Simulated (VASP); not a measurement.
A run of VASP 6.6.1 is set up as follows.

File INCAR:

```
ALGO = Fast
EDIFF = 1E-7
ENCUT = 520
GGA = PE
ISIF = 2
ISMEAR = 0
LASPH = T
LCHARG = F
LREAL = F
LWAVE = F
NBANDS = 44
NELM = 100
PREC = Accurate
SIGMA = 0.2
```

The input KPOINTS:

```
k-points
0
Gamma
  5 5 3
```

Contents of POSCAR:

```
ZrGe2Pd3
1.0
    5.4748593783      0.0000000000      0.0000000000
   -2.7374296892      4.7413673038      0.0000000000
    0.0000000000      0.0000000000      3.9730986664
Zr Ge Pd
1 2 3
Direct
    0.0000000000      0.0000000000      0.0000000000
    0.3333333333      0.6666666667      1.0000071512
    0.6666666667      0.3333333333     -0.0000071512
    0.5000000000      0.0000000000      0.5000000000
    0.0000000000      0.5000000000      0.5000000000
    0.5000000000      0.5000000000      0.5000000000
```

Potentials or basis: VASP PAW PBE potentials, release 64 (Zr_sv, Ge_d, Pd).

Launch:

```bash
$ cat potpaw_PBE.64/Zr_sv/POTCAR potpaw_PBE.64/Ge_d/POTCAR potpaw_PBE.64/Pd/POTCAR > POTCAR
$ mpirun -np 1 vasp_std > vasp.out
```

(1) Estimate the band gap on the k mesh.

(2) What does it give for the pressure?

Results:

(1) zero (band 35 reaches 9.32 eV, above the bottom of band 36 at 8.52 eV).

(2) 0.1 GPa.

Caveat: the k points lie up to 0.53 Å⁻¹ apart.
